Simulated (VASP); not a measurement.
Wanted: the native input for a VASP 6.6.1 run.

* Task: single point
* Functional: PBE
* Potentials or basis: VASP PAW PBE potentials, release 64 (Al, Ga_d, As)
* Cutoff: 520 eV
* k mesh: 6 × 6 × 6
* Occupations: gaussian, width 0.1 eV
* Spin: no spin polarisation
* Dipole correction: no
* Further INCAR settings: ALGO = Normal; EDIFF = 1e-07; NBANDS = 46

The structure of Al2Ga3As5 lies in POSCAR:

```
Al2Ga3As5
1.0
   -1.9391340000      1.9391340000     13.7117480400
    1.9391340000     -1.9391340000     13.7117480400
    1.9391340000      1.9391340000    -13.7117480400
Al Ga As
2 3 5
Direct
    0.7000000000      0.7000000000      0.0000000000
    0.3000000000      0.3000000000      0.0000000000
    0.9000000000      0.9000000000      0.0000000000
    0.5000000000      0.5000000000      0.0000000000
    0.1000000000      0.1000000000      0.0000000000
    0.3500000000      0.8500000000      0.5000000000
    0.9500000000      0.4500000000      0.5000000000
    0.5500000000      0.0500000000      0.5000000000
    0.1500000000      0.6500000000      0.5000000000
    0.7500000000      0.2500000000      0.5000000000
```

One way to write it, as run:

INCAR

```
SYSTEM = Al2Ga3As5
ALGO = Normal
EDIFF = 1E-7
ENCUT = 520
GGA = PE
ISIF = 2
ISMEAR = 0
LASPH = .True.
LCHARG = .False.
LREAL = .False.
LWAVE = .False.
NBANDS = 46
NELM = 80
PREC = Accurate
SIGMA = 0.1
```

KPOINTS

```
k-points
0
Gamma
  6 6 6
  0 0 0
```

Potentials or basis: VASP PAW PBE potentials, release 64 (Al, Ga_d, As).

The run is started by

```sh
$ cat potpaw_PBE.64/Al/POTCAR potpaw_PBE.64/Ga_d/POTCAR potpaw_PBE.64/As/POTCAR > POTCAR
$ mpirun -np 1 vasp_std > vasp.out
```

Results of the run:

```yaml
Pressure: 12.0 GPa
Largest_force: 0.088 eV/Å
Band_gap_on_the_k_mesh: 1.19 eV
```

Caveat: the cell stands under pressure.

Wall time 95 min on 1 thread of Intel(R) Xeon(R) Platinum 8488C (Sapphire Rapids), with other jobs on the host, peak memory 1.9 GiB.
